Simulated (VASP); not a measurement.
A run of VASP 6.6.1:

INCAR

```
SYSTEM = PbO
PREC = Accurate
ENCUT = 600
EDIFF = 1E-6
ISMEAR = 0
SIGMA = 0.02
LREAL = .False.
LASPH = .True.
NELM = 100
ALGO = Normal
ISIF = 3
LWAVE = .False.
LCHARG = .False.
GGA = PE
IVDW = 12
IBRION = 2
NSW = 100
EDIFFG = -0.005
```

File KPOINTS:

```
regular mesh
0
Gamma
  8 8 6
  0 0 0
```

File POSCAR:

```
PbO
1.0
    3.9744000000      0.0000000000      0.0000000000
    0.0000000000      3.9744000000      0.0000000000
    0.0000000000      0.0000000000      5.0220000000
Pb O
2 2
Direct
    0.0000000000      0.5000000000      0.2351000000
    0.5000000000      0.0000000000      0.7649000000
    0.0000000000      0.0000000000      0.0000000000
    0.5000000000      0.5000000000      0.0000000000
```

Potentials or basis: VASP PAW PBE potentials, release 64 (Pb_d, O).

Command:

```sh
$ cat potpaw_PBE.64/Pb_d/POTCAR potpaw_PBE.64/O/POTCAR > POTCAR
$ mpirun -np 1 vasp_std > vasp.out
```

Hardware: 1 thread of Intel(R) Xeon(R) Platinum 8488C (Sapphire Rapids) (shared host).

Q: Estimate the wall time of this run.

A: Wall time 11 min on 1 thread of Intel(R) Xeon(R) Platinum 8488C (Sapphire Rapids) (shared host), peak memory 0.3 GiB. Counts: scf iterations 96, k points 60, ion steps 13.
